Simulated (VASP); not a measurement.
# Ni (I4/mmm) in VASP: a series of runs

The runs below take Ni through single point, with PBEsol.

Program: VASP 6.6.1. These are calculated values, not measurements. Logs are shortened: lines on timing, memory, paths and dates and some standing lists are left out, and cuts for length are marked.

**1. The cell of the first run**

It takes space group I4/mmm (No. 139, tetragonal). Conventional cell: a = 2.639 Å, b = 2.639 Å, c = 3.173 Å, α = 90.00°, β = 90.00°, γ = 90.00°. Ni (site symmetry 4/mmm) has 14 Ni at 2.45 to 3.17 Å within 3.2 Å.

**2. Single point, PBEsol, collinear spin, ferromagnetic start**

The input, INCAR:

```
PREC = Accurate
ENCUT = 520
EDIFF = 1E-6
ISMEAR = 0
SIGMA = 0.15
LREAL = False
LASPH = True
NELM = 150
ALGO = Normal
ISIF = 2
LWAVE = False
LCHARG = False
ISPIN = 2
MAGMOM = 0.81
LORBIT = 11
LMAXMIX = 4
GGA = PS
NBANDS = 15
```

The input, KPOINTS:

```
Automatic mesh
0
Gamma
  26 26 26
```

The input, POSCAR:

```
Ni
1.0
    0.0000000000      1.8663668121      1.5864117902
    1.8663668121      0.0000000000      1.5864117902
    1.8663668121      1.8663668121      0.0000000000
Ni
1
Direct
    0.0000000000      0.0000000000      0.0000000000
```

Potentials or basis: VASP PAW PBE potentials, release 64 (Ni).

The run is started by

```console
cat potpaw_PBE.64/Ni/POTCAR > POTCAR
mpirun -np 1 vasp_std > vasp.out
```

OUTCAR:

```text
PREC = Accurate
   ENCUT = 520
   EDIFF = 1E-6
   ISMEAR = 0
   LREAL = False
   LASPH = True
   NELM = 150
   ISIF = 2
   ISPIN = 2
   LORBIT = 11
   GGA = PS

 ion  position               nearest neighbor table
   1  0.000  0.000  0.000-

  LATTYP: Found a body centered tetragonal cell.
 ALAT       =     2.6394412580
 C/A-ratio  =     1.2020815280

  Lattice vectors:

 A1 = (   0.0000000000,  -1.8663668121,  -1.5864117902)
 A2 = (   0.0000000000,   1.8663668121,  -1.5864117902)
 A3 = (   1.8663668121,   0.0000000000,   1.5864117902)

Analysis of symmetry for initial positions (statically):
=====================================================================
 Subroutine PRICEL returns:
 Original cell was already a primitive cell.

 Routine SETGRP: Setting up the symmetry group for a
 body centered tetragonal supercell.

 Subroutine GETGRP returns: Found 16 space group operations
 (whereof 16 operations were pure point group operations)
 out of a pool of 16 trial point group operations.

The static configuration has the point symmetry D_4h.

Analysis of symmetry for dynamics (positions and initial velocities):
=====================================================================
 Subroutine PRICEL returns:
 Original cell was already a primitive cell.

 Routine SETGRP: Setting up the symmetry group for a
 body centered tetragonal supercell.

 Subroutine GETGRP returns: Found 16 space group operations
 (whereof 16 operations were pure point group operations)
 out of a pool of 16 trial point group operations.

The dynamic configuration has the point symmetry D_4h.

Analysis of structural, dynamic, and magnetic symmetry:
=====================================================================
 Subroutine PRICEL returns:
 Original cell was already a primitive cell.

 Routine SETGRP: Setting up the symmetry group for a
 body centered tetragonal supercell.

 Subroutine GETGRP returns: Found 16 space group operations
 (whereof 16 operations were pure point group operations)
 out of a pool of 16 trial point group operations.

The overall configuration has the point symmetry D_4h.

 Subroutine INISYM returns: Found 16 space group operations
 (whereof 16 operations are pure point group operations),
 and found     1 'primitive' translations

----------------------------------------------------------------------------------------

                                     Primitive cell

  volume of cell :      11.0520

  direct lattice vectors                    reciprocal lattice vectors
     0.000000000  1.866366812  1.586411790    -0.267900177  0.267900177  0.315176679
     1.866366812  0.000000000  1.586411790     0.267900177 -0.267900177  0.315176679
     1.866366812  1.866366812  0.000000000     0.267900177  0.267900177 -0.315176679
[... 118 lines left out ...]
   NGX =  9   NGY =  9   NGZ =  9

 number of electron      10.0000004 magnetization       0.5999504

 Free energy of the ion-electron system (eV)
  ---------------------------------------------------
  ext. energy  EPLUGINS =         0.00000000
  ---------------------------------------------------
  free energy    TOTEN  =        -6.07229616 eV

  energy without entropy =       -6.05107598  energy(sigma->0) =       -6.06168607

 E-fermi :   8.9221     XC(G=0): -13.3396

 val. band max:        8.9214282545   @ k =  -0.4231  -0.0000   0.1154
 cond. band min:       8.9225114225   @ k =  -0.3846   0.3462   0.2308
 fundamental gap:      0.0010831680
 Fermi energy:         8.9221019525

 spin component 1

 k-point     1 :       0.0000    0.0000    0.0000
  band No.  band energies     occupation
      1       0.0206      1.00000
      2       6.4204      1.00000
      3       6.4204      1.00000
      4       7.1965      1.00000
      5       7.2546      1.00000
      6       8.1141      1.00000
      7      33.0769      0.00000
      8      35.8306      0.00000
      9      35.8306      0.00000
     10      37.7417      0.00000
     11      38.9351      0.00000
     12      39.8098      0.00000
     13      39.8098      0.00000
     14      41.4066      0.00000
[... 403 lines left out ...]
      4       7.2510      1.00000
      5       8.2118      1.00000
      6       8.3616      1.00000
      7      17.6881      0.00000
      8      29.8972      0.00000
      9      30.5075      0.00000
     10      35.5663      0.00000
     11      37.4574      0.00000
     12      39.3048      0.00000
     13      42.7351      0.00000
     14      48.0190      0.00000
     15      53.5261      0.00000

 [... further k-points ...]

 spin component 2

 k-point     1 :       0.0000    0.0000    0.0000
  band No.  band energies     occupation
      1       0.0115      1.00000
      2       7.1210      1.00000
      3       7.1210      1.00000
      4       7.8117      1.00000
      5       7.9168      1.00000
      6       8.6712      0.99100
      7      32.9729      0.00000
      8      35.7856      0.00000
      9      35.7856      0.00000
     10      37.8216      0.00000
     11      38.9684      0.00000
     12      39.9571      0.00000
     13      39.9571      0.00000
     14      41.3247      0.00000
[... 403 lines left out ...]
      4       7.8520      1.00000
      5       8.8171      0.83887
      6       9.0881      0.05875
      7      17.9361      0.00000
      8      29.8495      0.00000
      9      30.6246      0.00000
     10      35.6489      0.00000
     11      37.5167      0.00000
     12      39.3529      0.00000
     13      42.7527      0.00000
     14      48.2130      0.00000
     15      53.5714      0.00000

 [... further k-points ...]
[... 5 lines left out ...]
  --------------------------------------------------------------------------------------
  -------------------------------------------------------------------------------------
  Total       -0.9885958     -0.9885958     -0.3536399      0.0000000      0.0000000     -0.0000000
  in kB     -143.3142563   -143.3142563    -51.2662889      0.0000000      0.0000000     -0.0000000
  external PRESSURE =    -112.6316005 kB  Pullay stress =       0.0000000 kB

 VOLUME and BASIS-vectors are now :
 -----------------------------------------------------------------------------
  energy-cutoff  :      520.00
  volume of cell :       11.05
      direct lattice vectors                 reciprocal lattice vectors
     0.000000000  1.866366812  1.586411790    -0.267900177  0.267900177  0.315176679
     1.866366812  0.000000000  1.586411790     0.267900177 -0.267900177  0.315176679
     1.866366812  1.866366812  0.000000000     0.267900177  0.267900177 -0.315176679

 POSITION                                       TOTAL-FORCE (eV/Angst)
 -----------------------------------------------------------------------------------
      0.00000      0.00000      0.00000        -0.000000     -0.000000     -0.000000
 -----------------------------------------------------------------------------------
    total drift:                                0.000000     -0.000000      0.000000

  FREE ENERGIE OF THE ION-ELECTRON SYSTEM (eV)
  ---------------------------------------------------
  free  energy   TOTEN  =        -6.0722961593 eV

  energy  without entropy=       -6.0510759770  energy(sigma->0) =       -6.06168607

 total charge

# of ion       s       p       d       tot
------------------------------------------
    1        0.492   0.485   8.311   9.288

 magnetization (x)

# of ion       s       p       d       tot
------------------------------------------
    1       -0.006  -0.021   0.637   0.610
```

It took 3.6 min on 1 thread of AMD EPYC 9R45 (Zen 5), shared host; peak memory 0.37 GiB.

Results:

| Quantity | Value |
| --- | --- |
| Free energy | -6.0723 eV |
| Pressure | -11.3 GPa |
| Net moment | 0.60 μB per cell |
| Site moments | Ni +0.61 μB |
| Valence electrons inside the program's atomic spheres | Ni 9.29 |

Levels at points of the mesh, in eV from the Fermi level:
Spin up:
```csv
k point,band 3,band 4,band 5,band 6,band 7,band 8
"(0.00, 0.00, 0.00)",-2.50,-1.73,-1.67,-0.81,24.15,26.91
"(0.50, 0.00, 0.00)",-1.71,-0.71,-0.32,-0.17,5.74,20.63
"(0.50, 0.50, 0.00)",-0.48,-0.36,-0.36,5.30,12.13,12.13
"(0.50, 0.00, 0.50)",-0.66,-0.57,-0.19,1.28,7.71,16.26
```
Spin down:
```tsv
k point	band 2	band 3	band 4	band 5	band 6	band 7	band 8	band 9
(0.00, 0.00, 0.00)	-1.80	-1.80	-1.11	-1.01	-0.25	24.05	26.86	26.86
(0.50, 0.00, 0.00)	-2.20	-1.13	-0.20	-0.04	0.43	6.13	20.56	21.99
(0.50, 0.50, 0.00)	-3.64	0.18	0.45	0.45	5.31	12.16	12.16	12.36
(0.50, 0.00, 0.50)	-3.25	0.02	0.06	0.63	1.26	8.00	16.25	16.54
```

Caveat: the stress differs along the axes, from -14 to -5 GPa; the PAW data sets were made with another functional, which shifts forces and pressure a little.

**3. Single point, PBEsol, collinear spin, ferromagnetic start**

This run uses another cell than the first one, of the same volume but with other edges.

The input, INCAR:

```
PREC = Accurate ; ENCUT = 520
EDIFF = 1E-6 ; ISMEAR = 0
SIGMA = 0.15 ; LREAL = F
LASPH = T ; NELM = 150
ALGO = Normal ; ISIF = 2
LWAVE = F ; LCHARG = F
ISPIN = 2 ; MAGMOM = 0.81
LORBIT = 11 ; LMAXMIX = 4
GGA = PS ; NBANDS = 15
```

The input, KPOINTS:

```
regular mesh
0
Gamma
  26 26 26
```

The input, POSCAR:

```
Ni
1.0
    0.0000000000      1.6637046473      1.9964455767
    1.6637046473      0.0000000000      1.9964455767
    1.6637046473      1.6637046473      0.0000000000
Ni
1
Direct
    0.0000000000      0.0000000000      0.0000000000
```

Potentials or basis: VASP PAW PBE potentials, release 64 (Ni).

The run is started by

```console
cat potpaw_PBE.64/Ni/POTCAR > POTCAR
mpirun -np 1 vasp_std > vasp.out
```

OUTCAR:

```text
PREC = Accurate
   ENCUT = 520
   EDIFF = 1E-6
   ISMEAR = 0
   LREAL = F
   LASPH = T
   NELM = 150
   ISIF = 2
   ISPIN = 2
   LORBIT = 11
   GGA = PS

 ion  position               nearest neighbor table
   1  0.000  0.000  0.000-

  LATTYP: Found a body centered tetragonal cell.
 ALAT       =     2.3528336760
 C/A-ratio  =     1.6970562748

  Lattice vectors:

 A1 = (  -1.6637046473,   0.0000000000,   1.9964455767)
 A2 = (   1.6637046473,   0.0000000000,   1.9964455767)
 A3 = (   0.0000000000,   1.6637046473,  -1.9964455767)

Analysis of symmetry for initial positions (statically):
=====================================================================
 Subroutine PRICEL returns:
 Original cell was already a primitive cell.

 Routine SETGRP: Setting up the symmetry group for a
 body centered tetragonal supercell.

 Subroutine GETGRP returns: Found 16 space group operations
 (whereof 16 operations were pure point group operations)
 out of a pool of 16 trial point group operations.

The static configuration has the point symmetry D_4h.

Analysis of symmetry for dynamics (positions and initial velocities):
=====================================================================
 Subroutine PRICEL returns:
 Original cell was already a primitive cell.

 Routine SETGRP: Setting up the symmetry group for a
 body centered tetragonal supercell.

 Subroutine GETGRP returns: Found 16 space group operations
 (whereof 16 operations were pure point group operations)
 out of a pool of 16 trial point group operations.

The dynamic configuration has the point symmetry D_4h.

Analysis of structural, dynamic, and magnetic symmetry:
=====================================================================
 Subroutine PRICEL returns:
 Original cell was already a primitive cell.

 Routine SETGRP: Setting up the symmetry group for a
 body centered tetragonal supercell.

 Subroutine GETGRP returns: Found 16 space group operations
 (whereof 16 operations were pure point group operations)
 out of a pool of 16 trial point group operations.

The overall configuration has the point symmetry D_4h.

[... 154 lines left out ...]
  band No.  band energies     occupation
      1       0.0269      1.00000
      2       5.8819      1.00000
      3       7.0436      1.00000
      4       7.1146      1.00000
      5       7.1146      1.00000
      6       8.2603      1.00000
      7      33.1712      0.00000
      8      34.7036      0.00000
      9      37.0430      0.00000
     10      37.0430      0.00000
     11      39.2997      0.00000
     12      39.2997      0.00000
     13      39.6192      0.00000
     14      39.9162      0.00000
[... 403 lines left out ...]
      4       7.2945      1.00000
      5       8.1822      1.00000
      6       8.2574      1.00000
      7      18.1876      0.00000
      8      27.8816      0.00000
      9      33.8124      0.00000
     10      34.8683      0.00000
     11      34.9116      0.00000
     12      41.8795      0.00000
     13      43.8419      0.00000
     14      50.5108      0.00000
     15      51.0717      0.00000

 [... further k-points ...]

 spin component 2

 k-point     1 :       0.0000    0.0000    0.0000
  band No.  band energies     occupation
      1       0.0225      1.00000
      2       6.5309      1.00000
      3       7.6123      1.00000
      4       7.7934      1.00000
      5       7.7934      1.00000
      6       8.8920      0.66492
      7      33.0735      0.00000
      8      34.6059      0.00000
      9      37.1013      0.00000
     10      37.1013      0.00000
     11      39.3745      0.00000
     12      39.3745      0.00000
     13      39.6004      0.00000
     14      40.1482      0.00000
[... 403 lines left out ...]
      4       7.9171      1.00000
      5       8.8777      0.71244
      6       8.9161      0.57855
      7      18.4168      0.00000
      8      27.9138      0.00000
      9      33.9123      0.00000
     10      34.8795      0.00000
     11      34.9957      0.00000
     12      41.9185      0.00000
     13      43.8836      0.00000
     14      50.6199      0.00000
     15      51.1890      0.00000

 [... further k-points ...]
[... 5 lines left out ...]
  --------------------------------------------------------------------------------------
  -------------------------------------------------------------------------------------
  Total       -0.0281635     -0.0281635     -1.8542478      0.0000000      0.0000000      0.0000000
  in kB       -4.0827948     -4.0827948   -268.8056754      0.0000000      0.0000000      0.0000000
  external PRESSURE =     -92.3237550 kB  Pullay stress =       0.0000000 kB

 VOLUME and BASIS-vectors are now :
 -----------------------------------------------------------------------------
  energy-cutoff  :      520.00
  volume of cell :       11.05
      direct lattice vectors                 reciprocal lattice vectors
     0.000000000  1.663704647  1.996445577    -0.300534113  0.300534113  0.250445094
     1.663704647  0.000000000  1.996445577     0.300534113 -0.300534113  0.250445094
     1.663704647  1.663704647  0.000000000     0.300534113  0.300534113 -0.250445094

 POSITION                                       TOTAL-FORCE (eV/Angst)
 -----------------------------------------------------------------------------------
      0.00000      0.00000      0.00000         0.000000      0.000000      0.000000
 -----------------------------------------------------------------------------------
    total drift:                               -0.000000     -0.000000     -0.000000

  FREE ENERGIE OF THE ION-ELECTRON SYSTEM (eV)
  ---------------------------------------------------
  free  energy   TOTEN  =        -6.0125073920 eV

  energy  without entropy=       -5.9885215703  energy(sigma->0) =       -6.00051448

 total charge

# of ion       s       p       d       tot
------------------------------------------
    1        0.495   0.487   8.318   9.300

 magnetization (x)

# of ion       s       p       d       tot
------------------------------------------
    1       -0.004  -0.019   0.630   0.606
```

stdout:

```text
POSCAR found type information on POSCAR Ni
 POSCAR found :  1 types and       1 ions
 scaLAPACK will be used
 -----------------------------------------------------------------------------
|                                                                             |
|                                                                             |
|     You enforced a specific xc type in the INCAR file but a different       |
|     I HOPE YOU KNOW WHAT YOU ARE DOING!                                     |
|                                                                             |
 -----------------------------------------------------------------------------

 LDA part: xc-table for (Slater+PW92), standard interpolation
 POSCAR, INCAR and KPOINTS ok, starting setup
 FFT: planning ... GRIDC
 FFT: planning ... GRID_SOFT
 FFT: planning ... GRID
 WAVECAR not read
 entering main loop
```

It took 3.8 min on 1 thread of AMD EPYC 9R45 (Zen 5), shared host; peak memory 0.39 GiB.

Results:

```
Free energy                                           : -6.0125 eV
Pressure                                              : -9.2 GPa
Net moment                                            : 0.60 μB per cell
Site moments                                          : Ni +0.61 μB
Valence electrons inside the program's atomic spheres : Ni 9.30
```

Levels at points of the mesh, in eV from the Fermi level:
Spin up:
| k point | band 1 | band 2 | band 3 | band 4 | band 5 | band 6 | band 7 | band 8 | band 9 | band 10 |
| --- | --- | --- | --- | --- | --- | --- | --- | --- | --- | --- |
| (0.00, 0.00, 0.00) | -8.91 | -3.06 | -1.89 | -1.82 | -1.82 | -0.68 | 24.23 | 25.77 | 28.11 | 28.11 |
| (0.50, 0.00, 0.00) | -4.67 | -2.83 | -1.78 | -0.68 | -0.38 | -0.17 | 5.77 | 18.54 | 24.09 | 25.77 |
| (0.50, 0.50, 0.00) | -4.71 | -4.05 | -0.43 | -0.43 | -0.39 | 0.05 | 6.10 | 17.83 | 17.83 | 22.27 |
| (0.50, 0.00, 0.50) | -4.50 | -3.92 | -0.82 | -0.61 | 0.05 | 3.94 | 10.77 | 13.51 | 13.66 | 18.62 |
Spin down:
```
           k point  band 1  band 2  band 3  band 4  band 5  band 6  band 7  band 8  band 9  band 10
(0.00, 0.00, 0.00)   -8.91   -2.41   -1.32   -1.14   -1.14   -0.05   24.14   25.67   28.16    28.16
(0.50, 0.00, 0.00)   -4.27   -2.25   -1.18   -0.19    0.03    0.32    6.15   18.55   24.20    25.76
(0.50, 0.50, 0.00)   -4.38   -3.47    0.03    0.26    0.32    0.32    6.42   17.86   17.86    22.43
(0.50, 0.00, 0.50)   -4.12   -3.38   -0.09    0.01    0.84    3.95   11.00   13.57   13.66    18.80
```

Caveat: the stress differs along the axes, from -27 to -0 GPa; the PAW data sets were made with another functional, which shifts forces and pressure a little.
